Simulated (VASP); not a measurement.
# Os (Im-3m) in VASP: further runs

Runs on Os. Level: PBE. Tasks: single point, relaxation of cell and atoms.

All numbers are computed with VASP 6.6.1; they aren't measurements. Logs are shortened: lines on timing, memory, paths and dates and some standing lists are left out, and cuts for length are marked.

### Step 1. The cell of the first run

The structure is cubic, space group Im-3m (No. 229). Conventional cell: a = 3.091 Å, b = 3.091 Å, c = 3.091 Å, α = 90.00°, β = 90.00°, γ = 90.00°. Os (site symmetry m-3m) has 14 Os at 2.68 to 3.09 Å within 3.5 Å.

This isn't the form of Os at room conditions, which is hcp.

### Step 2. Single point, PBE

Input file INCAR:

```
SYSTEM = Os
PREC = Accurate ; ENCUT = 520
EDIFF = 1E-7 ; ISMEAR = 0
SIGMA = 0.1 ; LREAL = .False.
LASPH = .True. ; NELM = 80
ALGO = Fast ; ISIF = 2
LWAVE = .False. ; LCHARG = .False.
GGA = PE ; NBANDS = 10
```

Input file KPOINTS:

```
Automatic mesh
0
Gamma
  24 24 24
  0 0 0
```

Input file POSCAR:

```
Os
1.0
   -1.5456284599      1.5456284599      1.5456284599
    1.5456284599     -1.5456284599      1.5456284599
    1.5456284599      1.5456284599     -1.5456284599
Os
1
Direct
    0.0000000000      0.0000000000      0.0000000000
```

Potentials or basis: VASP PAW PBE potentials, release 64 (Os).

The run is started by

```sh
$ cat potpaw_PBE.64/Os/POTCAR > POTCAR
$ mpirun -np 1 vasp_std > vasp.out
```

OUTCAR:

```text
SYSTEM = Os
   PREC = Accurate
   ENCUT = 520
   EDIFF = 1E-7
   ISMEAR = 0
   LREAL = .False.
   LASPH = .True.
   NELM = 80
   ISIF = 2
   GGA = PE

 ion  position               nearest neighbor table
   1  0.000  0.000  0.000-

  LATTYP: Found a body centered cubic cell.
 ALAT       =     3.0912569198

  Lattice vectors:

 A1 = (  -1.5456284599,   1.5456284599,   1.5456284599)
 A2 = (   1.5456284599,  -1.5456284599,   1.5456284599)
 A3 = (   1.5456284599,   1.5456284599,  -1.5456284599)

Analysis of symmetry for initial positions (statically):
=====================================================================
 Subroutine PRICEL returns:
 Original cell was already a primitive cell.

 Routine SETGRP: Setting up the symmetry group for a
 body centered cubic supercell.

 Subroutine GETGRP returns: Found 48 space group operations
 (whereof 48 operations were pure point group operations)
 out of a pool of 48 trial point group operations.

The static configuration has the point symmetry O_h .

Analysis of symmetry for dynamics (positions and initial velocities):
=====================================================================
 Subroutine PRICEL returns:
 Original cell was already a primitive cell.

 Routine SETGRP: Setting up the symmetry group for a
 body centered cubic supercell.

 Subroutine GETGRP returns: Found 48 space group operations
 (whereof 48 operations were pure point group operations)
 out of a pool of 48 trial point group operations.

The dynamic configuration has the point symmetry O_h .

 Subroutine INISYM returns: Found 48 space group operations
 (whereof 48 operations are pure point group operations),
 and found     1 'primitive' translations

----------------------------------------------------------------------------------------

                                     Primitive cell

  volume of cell :      14.7698

  direct lattice vectors                    reciprocal lattice vectors
    -1.545628460  1.545628460  1.545628460     0.000000000  0.323493008  0.323493008
     1.545628460 -1.545628460  1.545628460     0.323493008  0.000000000  0.323493008
     1.545628460  1.545628460 -1.545628460     0.323493008  0.323493008  0.000000000

  length of vectors
     2.677107022  2.677107022  2.677107022     0.457488199  0.457488199  0.457488199

  position of ions in fractional coordinates (direct lattice)
     0.000000000  0.000000000  0.000000000

  ion indices of the primitive-cell ions
   primitive index   ion index
                 1           1

----------------------------------------------------------------------------------------

 KPOINTS: Automatic mesh

Automatic generation of k-mesh.
 Grid dimensions read from file:
 generate k-points for:   24   24   24

 Generating k-lattice:

  Cartesian coordinates                     Fractional coordinates (reciprocal lattice)
     0.000000000  0.013478875  0.013478875     0.041666667  0.000000000  0.000000000
     0.013478875  0.000000000  0.013478875     0.000000000  0.041666667  0.000000000
     0.013478875  0.013478875  0.000000000     0.000000000  0.000000000  0.041666667

  Length of vectors
     0.019062008  0.019062008  0.019062008

  Shift w.r.t. Gamma in fractional coordinates (k-lattice)
     0.000000000  0.000000000  0.000000000

 Subroutine IBZKPT returns following result:
 ===========================================

 Found    413 irreducible k-points:

 Following reciprocal coordinates:
            Coordinates               Weight
  0.000000  0.000000  0.000000      1.000000
  0.041667  0.000000  0.000000     12.000000
  0.083333  0.000000  0.000000     12.000000
  0.125000  0.000000  0.000000     12.000000
  0.166667  0.000000  0.000000     12.000000
  0.208333  0.000000  0.000000     12.000000
[... 16 lines left out ...]
  0.416667  0.041667 -0.000000     48.000000
  0.458333  0.041667 -0.000000     48.000000
 [... further k-points ...]
   k-points           NKPTS =    413   k-points in BZ     NKDIM =    413   number of bands    NBANDS=     10
   number of dos      NEDOS =    301   number of ions     NIONS =      1
   total plane-waves  NPLWV =   8000
   dimension x,y,z NGX =    20 NGY =   20 NGZ =   20
   dimension x,y,z NGXF=    40 NGYF=   40 NGZF=   40
   ions per type =               1
   NGX,Y,Z   is equivalent  to a cutoff of  12.42, 12.42, 12.42 a.u.
   NGXF,Y,Z  is equivalent  to a cutoff of  24.84, 24.84, 24.84 a.u.
 SYSTEM =  Os
   PREC   = accura    normal or accurate (medium, high low for compatibility)
   ISTART =      0    job   : 0-new  1-cont  2-samecut
   ICHARG =      2    charge: 1-file 2-atom 10-const
   ISPIN  =      1    spin polarized calculation?
   LNONCOLLINEAR =      F non collinear calculations
   LSORBIT =      F    spin-orbit coupling
   LASPH  =      T    aspherical Exc in radial PAW
   ENCUT  =  520.0 eV  38.22 Ry    6.18 a.u.   4.98  4.98  4.98*2*pi/ulx,y,z
   NELM   =     80;   NELMIN=  2; NELMDL= -5     # of ELM steps
   EDIFF  = 0.1E-06   stopping-criterion for ELM
   LREAL  =      F    real-space projection
   EDIFFG = 0.1E-05   stopping-criterion for IOM
   NSW    =      0    number of steps for IOM
   IBRION =     -1    ionic relax: 0-MD 1-quasi-New 2-CG
   NFREE  =      0    steps in history (QN), initial steepest desc. (CG)
   ISIF   =      2    stress and relaxation
   ISYM   =      2    0-nonsym 1-usesym 2-fastsym
   POTIM  = 0.5000    time-step for ionic-motion
   TEBEG  =    0.0;   TEEND  =   0.0 temperature during run
   PSTRESS=    0.0 pullay stress
   NELECT =       8.0000    total number of electrons
   NUPDOWN=      -1.0000    fix difference up-down
   EMIN   =  10.00;   EMAX   =-10.00  energy-range for DOS
   EFERMI =   0.00;   METHOD = LEGACY
   ISMEAR =     0;   SIGMA  =   0.10  broadening in eV -4-tet -1-fermi 0-gaus
   EFERMI_NEDOS =   21; number of points for ismear=-14 and -15
   IALGO  =     68    algorithm
   IMIX   =      4    mixing-type and parameters
     AMIX     =   0.40;   BMIX     =  1.00
     AMIX_MAG =   1.60;   BMIX_MAG =  1.00
  volume/ion in A,a.u.               =      14.77        99.67
  Fermi-wavevector in a.u.,A,eV,Ry     =   1.334483  2.521807 24.229867  1.780845
  Thomas-Fermi vector in A             =   2.463261
   LORBIT       =      0    0 simple, 1 ext, 2 COOP (PROOUT), +10 PAW based schemes
   GGA     = PE    functional components
   LHFCALC =     F    Hartree Fock is set to
   AEXX    =    0.0000 exact exchange contribution
   IVDW    =     0    specifies the selected vdW correction
   LEPSILON=     F    determine dielectric tensor
   LRPA    =     F    only Hartree local field effects (RPA)
 non-spin polarized calculation
 RMM-DIIS sequential band-by-band and
 Gauss-broadening in eV      SIGMA  =   0.10
  energy-cutoff  :      520.00
  volume of cell :       14.77
 maximum number of plane-waves:       420
   NGX =  9   NGY =  9   NGZ =  9

 number of electron       7.9999999 magnetization

 Free energy of the ion-electron system (eV)
  ---------------------------------------------------
  ext. energy  EPLUGINS =         0.00000000
  ---------------------------------------------------
  free energy    TOTEN  =       -10.36918281 eV

  energy without entropy =      -10.36270889  energy(sigma->0) =      -10.36594585

 E-fermi :   8.9476     XC(G=0): -13.7321

 val. band max:        8.9467157674   @ k =   0.1250   0.0417   0.0000
 cond. band min:       8.9547625002   @ k =  -0.2500   0.3333   0.1667
 fundamental gap:      0.0080467328
 Fermi energy:         8.9475657386

 k-point     1 :       0.0000    0.0000    0.0000
  band No.  band energies     occupation
      1      -1.7853      2.00000
      2       5.6829      2.00000
      3       5.6829      2.00000
      4       5.6829      2.00000
      5       8.8749      1.69557
      6       8.8749      1.69557
      7      25.1440      0.00000
      8      25.1440      0.00000
      9      25.1440      0.00000
     10      36.7403      0.00000

 k-point     2 :       0.0417    0.0000    0.0000
  band No.  band energies     occupation
      1      -1.7036      2.00000
      2       5.6412      2.00000
      3       5.6791      2.00000
      4       5.7581      2.00000
      5       8.8134      1.94225
      6       8.8774      1.67917
      7      25.2020      0.00000
      8      25.2775      0.00000
      9      25.2912      0.00000
     10      35.6923      0.00000

 k-point     3 :       0.0833    0.0000    0.0000
  band No.  band energies     occupation
      1      -1.4630      2.00000
      2       5.5210      2.00000
      3       5.6617      2.00000
      4       5.9819      2.00000
      5       8.6543      1.99997
      6       8.8858      1.61723
      7      25.3524      0.00000
      8      25.6722      0.00000
      9      25.6834      0.00000
     10      34.1348      0.00000

 k-point     4 :       0.1250    0.0000    0.0000
  band No.  band energies     occupation
      1      -1.0776      2.00000
      2       5.3357      2.00000
      3       5.6170      2.00000
      4       6.3496      2.00000
      5       8.4636      2.00000
      6       8.9036      1.46605
      7      25.5145      0.00000
      8      26.1591      0.00000
      9      26.3117      0.00000
     10      32.8210      0.00000
[... 222 lines left out ...]
 k-point    22 :       0.3750    0.0417   -0.0000
  band No.  band energies     occupation
      1       1.4990      2.00000
      2       3.8706      2.00000
      3       7.0242      2.00000
      4       8.7862      1.97748
      5       9.4321      0.00000
      6      11.1839      0.00000
      7      19.5506      0.00000
      8      22.1598      0.00000
      9      27.1750      0.00000
     10      33.7619      0.00000

 k-point    23 :       0.4167    0.0417   -0.0000
  band No.  band energies     occupation
      1       1.4837      2.00000
      2       3.7610      2.00000
      3       7.7551      2.00000
      4       8.8353      1.88759
      5       9.5692      0.00000
      6      11.8179      0.00000
      7      18.3834      0.00000
      8      21.7228      0.00000
      9      26.2141      0.00000
     10      33.4946      0.00000

 k-point    24 :       0.4583    0.0417   -0.0000
  band No.  band energies     occupation
      1       1.4631      2.00000
      2       3.7051      2.00000
      3       8.2875      2.00000
      4       8.7527      1.99416
      5       9.6889      0.00000
      6      12.1806      0.00000
      7      17.7018      0.00000
      8      21.4978      0.00000
      9      25.6873      0.00000
     10      33.2130      0.00000

 [... further k-points ...]

------------------------ aborting loop because EDIFF is reached ----------------------------------------

  FORCE on cell =-STRESS in cart. coord.  units (eV):
  Direction    XX          YY          ZZ          XY          YZ          ZX
  --------------------------------------------------------------------------------------
  -------------------------------------------------------------------------------------
  Total        0.0049680      0.0049680      0.0049680     -0.0000000      0.0000000      0.0000000
  in kB        0.5389072      0.5389072      0.5389072     -0.0000000      0.0000000      0.0000000
  external PRESSURE =       0.5389072 kB  Pullay stress =       0.0000000 kB

 VOLUME and BASIS-vectors are now :
 -----------------------------------------------------------------------------
  energy-cutoff  :      520.00
  volume of cell :       14.77
      direct lattice vectors                 reciprocal lattice vectors
    -1.545628460  1.545628460  1.545628460     0.000000000  0.323493008  0.323493008
     1.545628460 -1.545628460  1.545628460     0.323493008  0.000000000  0.323493008
     1.545628460  1.545628460 -1.545628460     0.323493008  0.323493008  0.000000000

 POSITION                                       TOTAL-FORCE (eV/Angst)
 -----------------------------------------------------------------------------------
      0.00000      0.00000      0.00000        -0.000000     -0.000000      0.000000
 -----------------------------------------------------------------------------------
    total drift:                                0.000000      0.000000      0.000000

  FREE ENERGIE OF THE ION-ELECTRON SYSTEM (eV)
  ---------------------------------------------------
  free  energy   TOTEN  =       -10.3691828144 eV

  energy  without entropy=      -10.3627088855  energy(sigma->0) =      -10.36594585
```

Wall time 83 s (1 thread of Intel Xeon 8259CL, shared host); peak memory 0.18 GiB.

What came out:

* Free energy: -10.3692 eV
* Pressure: 0.1 GPa
* Band gap on the k mesh: zero (bands 4 and 5 overlap by 4.47 eV)

Caveat: spin-orbit coupling is left out, which moves the levels of the heavy elements.

### Step 3. Relaxation of cell and atoms, PBE

Input file INCAR:

```
SYSTEM = Os
PREC = Accurate ; ENCUT = 600
EDIFF = 1E-7 ; ISMEAR = 0
SIGMA = 0.1 ; LREAL = .FALSE.
LASPH = .TRUE. ; NELM = 80
ALGO = Normal ; ISIF = 3
LWAVE = .FALSE. ; LCHARG = .FALSE.
GGA = PE ; IBRION = 2
NSW = 100 ; EDIFFG = -0.01
```

Input file KPOINTS:

```
Automatic mesh
0
G
  24 24 24
  0 0 0
```

Input file POSCAR:

```
Os
1.0
   -1.5448709631      1.5448709631      1.5448709631
    1.5448709631     -1.5448709631      1.5448709631
    1.5448709631      1.5448709631     -1.5448709631
Os
1
Direct
    0.0000000000      0.0000000000      0.0000000000
```

Potentials or basis: VASP PAW PBE potentials, release 64 (Os).

The run is started by

```sh
$ cat potpaw_PBE.64/Os/POTCAR > POTCAR
$ mpirun -np 1 vasp_std > vasp.out
```

It took 2.7 min on 1 thread of Intel Xeon 8259CL, shared host; peak memory 0.2 GiB.

It converged, with:

```yaml
Free_energy: -10.3699 eV
Relaxed_volume: 14.78 Å³/atom
Relaxed_cell: a = 2.678 Å, b = 2.678 Å, c = 2.678 Å, α = 109.47°, β = 109.47°, γ = 109.47°
Space_group_after_relaxing_to_0.1_Å: Im-3m (No. 229)
Energy_gained_by_relaxing: 0.1 meV/atom
Ionic_steps: 3
Pressure_after_relaxing: 0.0 GPa
Band_gap_on_the_k_mesh: zero (bands 4 and 5 overlap by 4.46 eV)
```

Final structure:
```cif
data_structure
_symmetry_space_group_name_H-M 'P 1'
_symmetry_Int_Tables_number 1
_cell_length_a 2.6775
_cell_length_b 2.6775
_cell_length_c 2.6775
_cell_angle_alpha 109.471
_cell_angle_beta 109.471
_cell_angle_gamma 109.471
_cell_volume 14.78
loop_
_atom_site_label
_atom_site_type_symbol
_atom_site_fract_x
_atom_site_fract_y
_atom_site_fract_z
_atom_site_occupancy
Os1 Os 0.00000 0.00000 0.00000 1
```

Levels at points of the mesh, in eV from the Fermi level:
```csv
k point,band 2,band 3,band 4,band 5,band 6,band 7
"(0.00, 0.00, 0.00)",-3.26,-3.26,-3.26,-0.07,-0.07,16.19
"(0.50, 0.00, 0.00)",-5.26,-0.22,-0.21,0.53,3.12,8.71
"(0.50, 0.50, 0.50)",-7.12,2.32,2.32,2.32,7.77,7.77
```

Caveat: spin-orbit coupling is left out, which moves the levels of the heavy elements.
